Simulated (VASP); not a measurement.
Input of a VASP 6.6.1 run:

File INCAR:

```
PREC = Accurate
ENCUT = 600
EDIFF = 1E-6
ISMEAR = -1
SIGMA = 0.1
LREAL = F
LASPH = T
NELM = 120
ALGO = Normal
ISIF = 2
LWAVE = F
LCHARG = F
GGA = PS
NBANDS = 9
GGA_COMPAT = F
```

KPOINTS

```
Automatic mesh
0
Gamma
  7 7 7
```

Contents of POSCAR:

```
Mg
1.0
    0.0000000000      2.6109948022      2.6109948022
    2.6109948022      0.0000000000      2.6109948022
    2.6109948022      2.6109948022      0.0000000000
Mg
2
Direct
    1.0000000000      1.0000000000      1.0000000000
    0.2500000000      0.2500000000      0.2500000000
```

Potentials or basis: VASP PAW PBE potentials, release 64 (Mg).

Run with:

```console
$ cat potpaw_PBE.64/Mg/POTCAR > POTCAR
$ mpirun -np 1 vasp_std > vasp.out
```

Task: What does it give for the pressure?

Result: 40.5 GPa.

Task: Predict the band gap on the k mesh.

Result: Zero (bands 2 and 3 overlap by 7.39 eV).

Caveat: the cell stands under pressure; the PAW data sets were made with another functional, which shifts forces and pressure a little.
